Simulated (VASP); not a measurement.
# H (P6_3/mmc) in VASP: a series of runs, part 2 of 2

VASP 6.6.1.

## Step 3: Relaxation of cell and atoms, PBE

This run uses another cell than the first one, of 11.12 Å³/atom, 3.408 times its volume.

INCAR reads:

```
PREC = Accurate ; ENCUT = 600
EDIFF = 1E-6 ; ISMEAR = -1
SIGMA = 0.05 ; LREAL = F
LASPH = T ; NELM = 60
ALGO = Normal ; ISIF = 3
LWAVE = F ; LCHARG = F
GGA = PE ; IBRION = 2
NSW = 100 ; EDIFFG = -0.005
```

KPOINTS reads:

```
regular mesh
0
Gamma
  17 17 9
```

POSCAR reads:

```
H
1.0
    2.5123336524      0.0000000000      0.0000000000
   -1.2561668262      2.1757447658      0.0000000000
    0.0000000000      0.0000000000      4.0699805169
H
2
Direct
    0.3333333333      0.6666666667      0.2500000000
    0.6666666667      0.3333333333      0.7500000000
```

Potentials or basis: VASP PAW PBE potentials, release 64 (H).

On the command line:

```bash
$ cat potpaw_PBE.64/H/POTCAR > POTCAR
$ mpirun -np 1 vasp_std > vasp.out
```

OUTCAR:

```text
PREC = Accurate
   ENCUT = 600
   EDIFF = 1E-6
   ISMEAR = -1
   LREAL = F
   LASPH = T
   NELM = 60
   ISIF = 3
   GGA = PE
   IBRION = 2
   NSW = 100
   EDIFFG = -0.005

 ion  position               nearest neighbor table
   1  0.333  0.667  0.250-
   2  0.667  0.333  0.750-

  LATTYP: Found a hexagonal cell.
 ALAT       =     2.5123336524
 C/A-ratio  =     1.6200000000

  Lattice vectors:

 A1 = (   2.5123336524,   0.0000000000,   0.0000000000)
 A2 = (  -1.2561668262,   2.1757447658,   0.0000000000)
 A3 = (   0.0000000000,   0.0000000000,   4.0699805169)

Analysis of symmetry for initial positions (statically):
=====================================================================
 Subroutine PRICEL returns:
 Original cell was already a primitive cell.

 Routine SETGRP: Setting up the symmetry group for a
 hexagonal supercell.

 Subroutine GETGRP returns: Found 24 space group operations
 (whereof 12 operations were pure point group operations)
 out of a pool of 24 trial point group operations.

The static configuration has the point symmetry D_3d.
 The point group associated with its full space group is D_6h.

Analysis of symmetry for dynamics (positions and initial velocities):
=====================================================================
 Subroutine PRICEL returns:
 Original cell was already a primitive cell.

 Routine SETGRP: Setting up the symmetry group for a
 hexagonal supercell.

 Subroutine GETGRP returns: Found 24 space group operations
 (whereof 12 operations were pure point group operations)
 out of a pool of 24 trial point group operations.

The dynamic configuration has the point symmetry D_3d.
 The point group associated with its full space group is D_6h.

 Subroutine INISYM returns: Found 24 space group operations
 (whereof 12 operations are pure point group operations),
 and found     1 'primitive' translations

[... 110 lines left out ...]
   EFERMI_NEDOS =   21; number of points for ismear=-14 and -15
   IALGO  =     38    algorithm
   IMIX   =      4    mixing-type and parameters
     AMIX     =   0.40;   BMIX     =  1.00
     AMIX_MAG =   1.60;   BMIX_MAG =  1.00
  volume/ion in A,a.u.               =      11.12        75.07
  Fermi-wavevector in a.u.,A,eV,Ry     =   0.733374  1.385876  7.317727  0.537838
  Thomas-Fermi vector in A             =   1.826067
   LORBIT       =      0    0 simple, 1 ext, 2 COOP (PROOUT), +10 PAW based schemes
   GGA     = PE    functional components
   LHFCALC =     F    Hartree Fock is set to
   AEXX    =    0.0000 exact exchange contribution
   IVDW    =     0    specifies the selected vdW correction
   LEPSILON=     F    determine dielectric tensor
   LRPA    =     F    only Hartree local field effects (RPA)
 conjugate gradient relaxation of ions
 non-spin polarized calculation
  energy-cutoff  :      600.00
  volume of cell :       22.25
 maximum number of plane-waves:       762
 NGX is ok and might be reduce to    20
   NGX =  9   NGY =  9   NGZ = 17

--------------------------------------- Ionic step        1  -------------------------------------------

 number of electron       2.0000000 magnetization

 Free energy of the ion-electron system (eV)
  ---------------------------------------------------
  ext. energy  EPLUGINS =         0.00000000
  ---------------------------------------------------
  free energy    TOTEN  =        -2.37018350 eV

  energy without entropy =       -2.36202130  energy(sigma->0) =       -2.36610240

------------------------ aborting loop because EDIFF is reached ----------------------------------------

  FORCE on cell =-STRESS in cart. coord.  units (eV):
  Direction    XX          YY          ZZ          XY          YZ          ZX
  --------------------------------------------------------------------------------------
  -------------------------------------------------------------------------------------
  Total       -1.8783555     -1.8783555     -2.1517901      0.0000000      0.0000000      0.0000000
  in kB     -135.2728903   -135.2728903   -154.9647418      0.0000000      0.0000000      0.0000000
  external PRESSURE =    -141.8368408 kB  Pullay stress =       0.0000000 kB
[... 688 lines left out ...]
 k-point    24 :       0.1765    0.1765    0.0000
  band No.  band energies     occupation
      1     -12.9402      2.00000
      2      -7.8708      2.00000
      3       4.9992      0.00000
      4      10.7295      0.00000
      5      12.8556      0.00000

 [... further k-points ...]

[... ionic steps 4 to 27 ...]

--------------------------------------- Ionic step       28  -------------------------------------------

 number of electron       2.0000003 magnetization

------------------------ aborting loop because EDIFF is reached ----------------------------------------
[... 67 lines left out ...]
--------------------------------------- Ionic step       30  -------------------------------------------

 number of electron       2.0000003 magnetization

 Free energy of the ion-electron system (eV)
  ---------------------------------------------------
  ext. energy  EPLUGINS =         0.00000000
  ---------------------------------------------------
  free energy    TOTEN  =        -5.84186007 eV

  energy without entropy =       -5.84030654  energy(sigma->0) =       -5.84108331

 E-fermi :  -1.7422     XC(G=0):  -7.5539

 val. band max:       -1.8475268665   @ k =   0.3529   0.0588   0.2222
 cond. band min:      -1.7295466720   @ k =   0.2941   0.1176   0.2222
 fundamental gap:      0.1179801945
 Fermi energy:        -1.7421757040
[... 221 lines left out ...]
  FREE ENERGIE OF THE ION-ELECTRON SYSTEM (eV)
  ---------------------------------------------------
  free  energy   TOTEN  =        -5.8418600691 eV

  energy  without entropy=       -5.8403065448  energy(sigma->0) =       -5.84108331

 reached required accuracy - stopping structural energy minimisation
```

CONTCAR:

```text
H
   1.00000000000000
     3.5831384432102005   -0.0000000000000002   -0.0000000000000001
    -1.7915692216051002    3.1030889170783338    0.0000000000000000
    -0.0000000000000002    0.0000000000000003    1.0058780487091983
  H
     2
Direct
     0.3333333332999970    0.6666666667000030    0.2500000000000000
     0.6666666667000030    0.3333333332999970    0.7500000000000000

  0.00000000E+00  0.00000000E+00  0.00000000E+00
  0.00000000E+00  0.00000000E+00  0.00000000E+00
```

Wall time 2.2 min (1 thread of Intel Xeon 6975P-C (Granite Rapids), shared host); peak memory 0.15 GiB.

What came out:

```yaml
Free_energy: -5.8419 eV
Relaxed_volume: 5.59 Å³/atom
Relaxed_cell: a = 3.583 Å, b = 3.583 Å, c = 1.006 Å, α = 90.00°, β = 90.00°, γ = 120.00°
Space_group_after_relaxing_to_0.05_Å: P6_3/mmc (No. 194)
Energy_gained_by_relaxing: 1735.8 meV/atom
Ionic_steps: 30
Pressure_after_relaxing: 0.0 GPa
Band_gap_on_the_k_mesh: zero (band 1 reaches 17.64 eV, above the bottom of band 2 at -10.25 eV)
```

Step by step:
| step | energy change (eV) | largest force (eV/Å) | pressure (GPa) | volume (Å³) |
| --- | --- | --- | --- | --- |
| 1 | 0.0000 | 0.0000 | -14.18 | 22.25 |
| 2 | -0.2917 | 0.0000 | -16.64 | 19.22 |
| 3 | -0.9536 | 0.0000 | -21.92 | 13.77 |
| 4 | -1.9711 | 0.0000 | -3.74 | 6.15 |
| 5 | -1.9711 | 0.0000 | 6.64 | 5.61 |
| 6 | -1.9755 | 0.0000 | 0.51 | 5.90 |
| 7 | -1.9999 | 0.0000 | 1.97 | 5.85 |
| 8 | -2.1047 | 0.0000 | 7.63 | 5.63 |
| 9 | -2.0501 | 0.0000 | 32.95 | 4.95 |
| 10 | -2.1194 | 0.0000 | 20.52 | 5.26 |
| 11 | -2.1321 | 0.0000 | 17.58 | 5.37 |
| 12 | -2.1391 | 0.0000 | 13.96 | 5.51 |
| 13 | -2.1549 | 0.0000 | 8.32 | 5.79 |
| 14 | -2.2439 | 0.0000 | -0.12 | 6.28 |
| 15 | -2.5150 | 0.0000 | -0.19 | 6.91 |
| 16 | -0.3330 | 0.0000 | 154.50 | 6.07 |
| 17 | -2.5608 | 0.0000 | 2.29 | 6.95 |
| 18 | -3.1170 | 0.0000 | 33.82 | 6.87 |
| 19 | -2.6334 | 0.0000 | 72.16 | 6.57 |
| 20 | -3.0782 | 0.0000 | 44.22 | 6.78 |
| 21 | -3.1026 | 0.0000 | 42.25 | 7.04 |
| 22 | -3.1086 | 0.0000 | 40.99 | 7.27 |
| 23 | -3.1546 | 0.0000 | 37.00 | 7.46 |
| 24 | -3.2706 | 0.0000 | 26.62 | 8.07 |
| 25 | -3.4164 | 0.0000 | 11.47 | 9.38 |
| 26 | -3.4525 | 0.0000 | -4.71 | 12.41 |
| 27 | -3.4714 | 0.0000 | -0.57 | 11.28 |
| 28 | -3.4716 | 0.0000 | -0.01 | 11.16 |
| 29 | -3.4717 | 0.0000 | 0.01 | 11.16 |
| 30 | -3.4717 | 0.0000 | 0.00 | 11.18 |

Final structure:
```
H
1.0
     3.58314    0.00000    0.00000
    -1.79157    3.10309    0.00000
     0.00000    0.00000    1.00588
H
2
Direct
  0.33333 0.66667 0.25000
  0.66667 0.33333 0.75000
```

Caveat: the volume moved by over 15 % at a fixed basis, so the end points are rough.
